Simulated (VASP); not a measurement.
A run of VASP 6.6.1:

File INCAR:

```
PREC = Accurate ; ENCUT = 650
EDIFF = 1E-8 ; ISMEAR = -1
SIGMA = 0.02 ; LREAL = False
LASPH = True ; NELM = 120
ALGO = Normal ; ISIF = 2
LWAVE = False ; LCHARG = False
LEFG = True ; NBANDS = 13
GGA_COMPAT = False
```

The input KPOINTS:

```
regular mesh
0
Gamma
  7 7 7
```

The input POSCAR:

```
Li2S
1.0
    0.0000000000      2.8634817972      2.8634817972
    2.8634817972      0.0000000000      2.8634817972
    2.8634817972      2.8634817972      0.0000000000
Li S
2 1
Direct
    0.2500000000      0.2500000000      0.2500000000
    0.7500000000      0.7500000000      0.7500000000
    0.0000000000      0.0000000000      0.0000000000
```

Potentials or basis: VASP PAW LDA potentials, release 64 (Li_sv, S).

The run is started by

```console
$ cat potpaw_LDA.64/Li_sv/POTCAR potpaw_LDA.64/S/POTCAR > POTCAR
$ mpirun -np 1 vasp_std > vasp.out
```

Hardware: 1 thread of Intel(R) Xeon(R) 6975P-C (Granite Rapids), with other jobs on the host.

Question: Estimate the wall time of this run.

Answer: Wall time 7.9 s on 1 thread of Intel(R) Xeon(R) 6975P-C (Granite Rapids), on a shared host, peak memory 0.16 GiB. Counts: scf iterations 15, k points 20.
